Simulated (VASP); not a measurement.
# Sb (P6_3/mmc) in VASP: a series of runs, part 2 of 2

VASP 6.6.1. Earlier steps stand in the parts before.

**4. Relaxation of shape and atoms at fixed volume, PBEsol**

This run uses another cell than the first one, of 15.68 Å³/atom, 0.600 times its volume.

Input file INCAR:

```
SYSTEM = Sb
ALGO = Normal ; EDIFF = 1E-6
EDIFFG = -0.005 ; ENCUT = 600
GGA = PS ; IBRION = 2
ISIF = 4 ; ISMEAR = -1
LASPH = .True. ; LCHARG = .False.
LREAL = .False. ; LWAVE = .False.
NELM = 60 ; NSW = 50
PREC = Accurate ; SIGMA = 0.1
```

Input file KPOINTS:

```
k-points
0
Gamma
  13 13 7
  0 0 0
```

Input file POSCAR:

```
Sb
1.0
    2.8697355221      0.0000000000      0.0000000000
   -1.4348677611      2.4852638643      0.0000000000
    0.0000000000      0.0000000000      4.3957534207
Sb
2
Direct
    0.3333333333      0.6666666667      0.2500000000
    0.6666666667      0.3333333333      0.7500000000
```

Potentials or basis: VASP PAW PBE potentials, release 64 (Sb).

Launch:

```sh
> cat potpaw_PBE.64/Sb/POTCAR > POTCAR
> mpirun -np 1 vasp_std > vasp.out
```

OUTCAR:

```text
SYSTEM = Sb
   EDIFF = 1E-6
   EDIFFG = -0.005
   ENCUT = 600
   GGA = PS
   IBRION = 2
   ISIF = 4
   ISMEAR = -1
   LASPH = .True.
   LREAL = .False.
   NELM = 60
   NSW = 50
   PREC = Accurate

 ion  position               nearest neighbor table
   1  0.333  0.667  0.250-   2 2.75   2 2.75   2 2.75   2 2.75   2 2.75   2 2.75
   2  0.667  0.333  0.750-   1 2.75   1 2.75   1 2.75   1 2.75   1 2.75   1 2.75

  LATTYP: Found a hexagonal cell.
 ALAT       =     2.8697355221
 C/A-ratio  =     1.5317625568

  Lattice vectors:

 A1 = (   2.8697355221,   0.0000000000,   0.0000000000)
 A2 = (  -1.4348677611,   2.4852638643,   0.0000000000)
 A3 = (   0.0000000000,   0.0000000000,   4.3957534207)

Analysis of symmetry for initial positions (statically):
=====================================================================
 Subroutine PRICEL returns:
 Original cell was already a primitive cell.

 Routine SETGRP: Setting up the symmetry group for a
 hexagonal supercell.

 Subroutine GETGRP returns: Found 24 space group operations
 (whereof 12 operations were pure point group operations)
 out of a pool of 24 trial point group operations.
[... 173 lines left out ...]
  -------------------------------------------------------------------------------------
  Total       21.9819204     21.9819204     23.8228025     -0.0000000     -0.0000000      0.0000000
  in kB     1123.3847189   1123.3847189   1217.4628879     -0.0000000     -0.0000000      0.0000000
  external PRESSURE =    1154.7441086 kB  Pullay stress =       0.0000000 kB
[... 95 lines left out ...]
--------------------------------------- Ionic step        4  -------------------------------------------

 number of electron      10.0000001 magnetization

 Free energy of the ion-electron system (eV)
  ---------------------------------------------------
  ext. energy  EPLUGINS =         0.00000000
  ---------------------------------------------------
  free energy    TOTEN  =        -4.07562815 eV

  energy without entropy =       -4.04179450  energy(sigma->0) =       -4.05871132

 E-fermi :  17.5805     XC(G=0): -12.8363

 val. band max:       17.5574561682   @ k =   0.1538   0.0769   0.2857
 cond. band min:      17.5931328177   @ k =   0.2308   0.2308   0.2857
 fundamental gap:      0.0356766495
 Fermi energy:        17.5804741938

 k-point     1 :       0.0000    0.0000    0.0000
  band No.  band energies     occupation
      1      -1.1881      2.00000
      2       6.8186      2.00000
      3       7.3333      2.00000
      4      23.6475      0.00000
      5      23.6475      0.00000
      6      26.1609      0.00000
      7      26.1609      0.00000
      8      26.2060      0.00000
      9      27.0537      0.00000
[... 265 lines left out ...]
 k-point    24 :       0.1538    0.0000    0.1429
  band No.  band energies     occupation
      1      -0.3700      2.00000
      2       5.5047      2.00000
      3      10.2700      2.00000
      4      18.6254      0.00006
      5      21.3606      0.00000
      6      23.7597      0.00000
      7      24.1796      0.00000
      8      26.1275      0.00000
      9      26.7951      0.00000

 [... further k-points ...]
[... 5 lines left out ...]
  --------------------------------------------------------------------------------------
  -------------------------------------------------------------------------------------
  Total       22.4833644     22.4833644     22.4826192     -0.0000000      0.0000000      0.0000000
  in kB     1149.0109834   1149.0109835   1148.9729002     -0.0000000      0.0000000      0.0000000
  external PRESSURE =    1148.9982890 kB  Pullay stress =       0.0000000 kB
[... 17 lines left out ...]
  FREE ENERGIE OF THE ION-ELECTRON SYSTEM (eV)
  ---------------------------------------------------
  free  energy   TOTEN  =        -4.0756281501 eV

  energy  without entropy=       -4.0417944966  energy(sigma->0) =       -4.05871132

 reached required accuracy - stopping structural energy minimisation
```

OSZICAR:

```text
N       E                     dE             d eps       ncg     rms          rms(c)
DAV:   1     0.535101560514E+02    0.53510E+02   -0.43913E+03  1512   0.105E+03
DAV:   2    -0.224695664608E+01   -0.55757E+02   -0.54271E+02  2019   0.158E+02
DAV:   3    -0.413708662504E+01   -0.18901E+01   -0.18649E+01  1942   0.333E+01
[... 23 lines left out ...]
       N       E                     dE             d eps       ncg     rms          rms(c)
DAV:   1    -0.407563297130E+01   -0.14205E-04   -0.41492E-04  1896   0.136E-01    0.130E-02
DAV:   2    -0.407562991545E+01    0.30558E-05   -0.12707E-05  1557   0.308E-02    0.646E-03
DAV:   3    -0.407562814361E+01    0.17718E-05   -0.33203E-06  1609   0.117E-02    0.107E-03
DAV:   4    -0.407562815008E+01   -0.64767E-08   -0.14408E-07   781   0.320E-03
   4 F= -.40756282E+01 E0= -.40587113E+01  d E =-.229752E-01
```

It took 74 s on 1 thread of AMD EPYC 7R13, shared host; peak memory 0.14 GiB.

What came out:

```
Free energy               : -4.0756 eV
Energy gained by relaxing : 11.5 meV/atom
Ionic steps               : 4
Pressure after relaxing   : 114.9 GPa
Band gap on the k mesh    : zero (band 5 reaches 24.90 eV, above the bottom of band 6 at 12.46 eV)
```

The path:
```
step  energy change (eV)  largest force (eV/Å)  pressure (GPa)  volume (Å³)
   1              0.0000                0.0000          115.47        31.35
   2             -0.0229                0.0000          114.89        31.35
   3             -0.0230                0.0000          114.90        31.35
   4             -0.0230                0.0000          114.90        31.35
```

Final structure:
```
Sb
1.0
     2.82936    0.00000    0.00000
    -1.41468    2.45030    0.00000
     0.00000    0.00000    4.52211
Sb
2
Cartesian
  0.0000 1.6335 1.1305
  1.4147 0.8168 3.3916
```

Levels at points of the mesh, in eV from the Fermi level:
```
           k point  band 1  band 2  band 3  band 4  band 5  band 6  band 7  band 8  band 9
(0.00, 0.00, 0.00)  -18.77  -10.76  -10.25    6.07    6.07    8.58    8.58    8.63    9.47
```

Caveat: the PAW data sets were made with another functional, which shifts forces and pressure a little; spin-orbit coupling is left out, which moves the levels of the heavy elements.

**5. Overview**

```csv
task,spin,cell,cutoff (eV),gap on the mesh (eV),pressure (GPa)
single point,off,"a = 3.402, b = 3.402, c = 5.212 Å, angles 90.0, 90.0, 120.0°, 2 atoms",520,none,0.0
single point,"collinear, zero start","a = 2.831, b = 2.831, c = 4.518 Å, angles 90.0, 90.0, 120.0°, 2 atoms",520,none,114.9
relaxation of shape and atoms at fixed volume,off,"relaxed from a = 2.870, b = 2.870, c = 4.396 Å, angles 90.0, 90.0, 120.0°, 2 atoms",600,none,114.9
```

Alike in all rows: level PBEsol; potentials or basis VASP PAW PBE potentials, release 64 (Sb); k mesh 13 × 13 × 7; smearing fermi-dirac 0.1 eV.

Caveats: the PAW data sets were made with another functional, which shifts forces and pressure a little; spin-orbit coupling is left out, which moves the levels of the heavy elements.

Total energies depend on the potentials used, so only differences within one code and one set of settings carry meaning.
